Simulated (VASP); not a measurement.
**H2CO: single point with PBE+D3(BJ)**

H2CO:

```
CELL_PARAMETERS angstrom
8.75382 0.00000 0.00000
0.00000 8.75382 0.00000
0.00000 0.00000 8.75382
ATOMIC_POSITIONS crystal
C 0.53792 0.76640 0.57997
C 0.36670 0.19033 0.45567
C 0.21855 0.85870 0.81971
C 0.07430 0.61532 0.39196
C 0.62102 0.69827 0.19394
C 0.83068 0.28679 0.14472
C 0.22000 0.44793 0.90931
C 0.93446 0.16058 0.57695
O 0.42683 0.69248 0.56673
O 0.64929 0.83953 0.59297
O 0.34612 0.07004 0.51096
O 0.38748 0.31029 0.40020
O 0.09850 0.83360 0.76670
O 0.33859 0.88445 0.87317
O 0.06847 0.54985 0.50856
O 0.07958 0.68044 0.27498
H 0.72533 0.67490 0.12889
H 0.60175 0.60607 0.27651
H 0.52331 0.70513 0.11597
H 0.63401 0.80735 0.25397
H 0.93201 0.35989 0.15363
H 0.83662 0.22037 0.03883
H 0.72809 0.35848 0.14327
H 0.82642 0.20912 0.24275
H 0.26084 0.52666 0.99779
H 0.16585 0.34906 0.96382
H 0.31676 0.40958 0.83963
H 0.13642 0.50569 0.83630
H 0.93489 0.09406 0.68284
H 0.97638 0.08869 0.48345
H 0.00759 0.26135 0.58934
H 0.81755 0.19752 0.55164
```

* Program: VASP 6.6.1
* Task: single point
* Functional: PBE
* Dispersion: D3(BJ)
* Potentials or basis: VASP PAW PBE potentials, release 64 (C_h, O_h, H_h)
* Cutoff: 1000 eV
* k mesh: 1 × 1 × 1
* Occupations: fermi-dirac, width 0.02 eV
* Spin: no spin polarisation

```
Pressure                   : -0.3 GPa
Largest force              : 0.238 eV/Å
Band gap on the k mesh     : 6.76 eV
Dispersion energy per atom : -0.025 eV
```

Forces on the atoms (eV/Å):
```
C    0.005 -0.004 -0.004
C   -0.009 -0.012  0.001
C    0.018  0.008  0.010
C    0.010  0.000  0.014
C   -0.010 -0.008  0.000
C    0.005  0.016  0.012
C    0.009 -0.010  0.004
C   -0.008 -0.002  0.009
O    0.188  0.141  0.034
O   -0.202 -0.123 -0.026
O    0.026  0.144 -0.055
O   -0.029 -0.133  0.063
O    0.031  0.004  0.014
O   -0.049 -0.024 -0.027
O    0.002  0.089 -0.186
O    0.006 -0.085  0.172
H   -0.005 -0.005 -0.003
H   -0.001  0.011 -0.014
H    0.015  0.005  0.003
H   -0.002  0.001 -0.001
H   -0.014 -0.010 -0.008
H    0.003  0.005 -0.006
H    0.007 -0.017  0.003
H    0.000  0.012 -0.006
H   -0.008 -0.017 -0.010
H    0.015  0.011 -0.005
H   -0.015  0.015  0.014
H    0.005 -0.001 -0.005
H   -0.002 -0.002 -0.007
H    0.002 -0.004  0.002
H   -0.005 -0.004  0.005
H    0.010 -0.001  0.001
```

Stress tensor (GPa, compression positive):
```
-0.34 -0.10 -0.02
-0.10 -0.33  0.06
-0.02  0.06 -0.30
```

Levels at points of the mesh, in eV from the valence-band top:
```csv
k point,band 46,band 47,band 48,band 49,band 50,band 51
"(0.00, 0.00, 0.00)",-0.09,-0.08,0.00,6.76,8.09,8.14
```

It took 5.3 min on 1 thread of AMD EPYC 7R13 Processor (Zen 3), on a shared host, peak memory 1.2 GiB.

Caveat: the k points lie up to 0.72 Å⁻¹ apart.
